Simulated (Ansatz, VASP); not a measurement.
**One calculation of TiO2, two programs**

```xyz
24
Lattice="5.1710 0.0000 0.0000 0.0000 9.2110 0.0000 0.0000 0.0000 5.4720" Properties=species:S:1:pos:R:3 pbc="T T T"
Ti    0.7171    1.1880    4.9573
Ti    3.3026    3.4175    0.5147
Ti    4.4539    5.7935    3.2507
Ti    1.8684    8.0230    2.2213
Ti    4.4539    8.0230    0.5147
Ti    1.8684    5.7935    4.9573
Ti    0.7171    3.4175    2.2213
Ti    3.3026    1.1880    3.2507
O     4.2235    0.0903    4.6573
O     1.6380    4.5152    0.8147
O     0.9475    4.6958    3.5507
O     3.5330    9.1207    1.9213
O     0.9475    9.1207    0.8147
O     3.5330    4.6958    4.6573
O     4.2235    4.5152    1.9213
O     1.6380    0.0903    3.5507
O     2.4005    2.1158    4.8809
O     4.9860    2.4897    0.5911
O     2.7705    6.7213    3.3271
O     0.1850    7.0952    2.1449
O     2.7705    7.0952    0.5911
O     0.1850    6.7213    4.8809
O     2.4005    2.4897    2.1449
O     4.9860    2.1158    3.3271
```

Alike in both runs: functional PBE; k mesh 5 × 3 × 5; occupations fermi-dirac, width 0.02 eV; no spin polarisation.

Ansatz relaxed the structure, and its values are those at the end. VASP's run is a single point on that final structure, the one shown.

|  | VASP | Ansatz |
| --- | --- | --- |
| version | VASP 6.6.1 | Ansatz 0.2.0 |
| potentials or method | VASP PAW PBE potentials, release 64 (Ti_sv, O) | plane-wave PAW, scalar-relativistic |
| plane-wave cutoff (eV) | 520 | 420 |
| valence electrons in the cell | 192 | 192 |

```csv
,VASP,Ansatz,Ansatz less VASP
gap on the k mesh at the Fermi level (eV),2.35,2.37,+0.022
pressure (GPa),2.7,2.1,-0.66
rms of the force components (eV/Å),0.023,0.000,-0.0226
```

Ansatz's warnings: stress scf threshold loose.
